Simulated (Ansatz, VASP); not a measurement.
Two plane-wave programs on MgO

```
Mg O
1.0
     3.59672   -0.05257   -0.08193
    -1.84389    3.08857    0.08194
    -0.09818    0.05670    4.52457
Mg O
2 2
Direct
  0.68728 0.31272 0.76073
  0.33099 0.66901 0.24293
  0.67125 0.32875 0.25476
  0.31049 0.68951 0.74158
```

Alike in both runs: task single point; functional PBEsol; k mesh 9 × 9 × 6; occupations gaussian, width 0.02 eV; no spin polarisation.

|  | VASP | Ansatz |
| --- | --- | --- |
| version | VASP 6.6.1 | Ansatz 0.2.0 |
| potentials or method | VASP PAW PBE potentials, release 64 (Mg, O), cutoff 520 eV | scalar-relativistic, plane waves, PAW |
| valence electrons in the cell | 16 | 32 |

|  | VASP | Ansatz | Ansatz less VASP |
| --- | --- | --- | --- |
| gap on the k mesh at the Fermi level (eV) | 2.52 | 2.53 | +0.008 |
| least direct gap on the mesh (eV) | 2.52 | 2.53 | +0.008 |
| pressure (GPa) | -8.8 | -8.5 | +0.36 |
| traceless stress, the component that is largest in VASP (GPa) | 6.47 | 6.39 | -0.078 |
| rms of the force components (eV/Å) | 0.630 | 0.625 | -0.0050 |

VASP's potentials were made for PBE, not for PBEsol. Atom by atom the forces differ by 0.005 eV/Å (rms over components). VASP's potentials hold 16 valence electrons a cell and Ansatz's 32, so a difference there can come from the potentials and not from the codes. Ansatz's warnings: structure snapped to symmetry.
